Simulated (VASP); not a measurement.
Wanted: the native input for a VASP 6.6.1 run.

```yaml
Task: single point
Functional: PBE
Potentials_or_basis: VASP PAW PBE potentials, release 64 (Zn, Sn_d, N)
Cutoff: 520 eV
k_mesh: 8 × 8 × 8
Occupations: gaussian, width 0.01 eV
Spin: no spin polarisation
Dipole_correction: no
Further_INCAR_settings: ALGO = Normal; EDIFF = 1e-06; NBANDS = 26
```

The structure of ZnSnN2 lies in POSCAR:

```
ZnSnN2
1.0
    1.5836871722      0.9143422152      5.1498174729
   -1.5836871722      0.9143422152      5.1498174729
    0.0000000000     -1.8286844304      5.1498174729
Zn Sn N
1 1 2
Direct
    1.0000000000      0.0000000000      0.0000000000
    0.5000000000      0.5000000000      0.5000000000
    0.2464698153      0.2464698153      0.2464698153
    0.7535301847      0.7535301847      0.7535301847
```

The input as run:

INCAR

```
PREC = Accurate ; ENCUT = 520
EDIFF = 1E-6 ; ISMEAR = 0
SIGMA = 0.01 ; LREAL = False
LASPH = True ; NELM = 80
ALGO = Normal ; ISIF = 2
LWAVE = False ; LCHARG = False
GGA = PE ; NBANDS = 26
```

KPOINTS

```
regular mesh
0
Gamma
  8 8 8
```

Potentials or basis: VASP PAW PBE potentials, release 64 (Zn, Sn_d, N).

Command:

```console
$ cat potpaw_PBE.64/Zn/POTCAR potpaw_PBE.64/Sn_d/POTCAR potpaw_PBE.64/N/POTCAR > POTCAR
$ mpirun -np 1 vasp_std > vasp.out
```

It gave:

The pressure is 6.9 GPa and the largest force is 0.186 eV/Å. The band gap on the k mesh is 0.76 eV, indirect (least direct gap 0.84 eV).

Caveat: spin-orbit coupling is left out, which moves the levels of the heavy elements.

It took 4.9 min on 1 thread of AMD EPYC 7R43 64-Core Processor (Zen 3), on a shared host, peak memory 0.26 GiB.
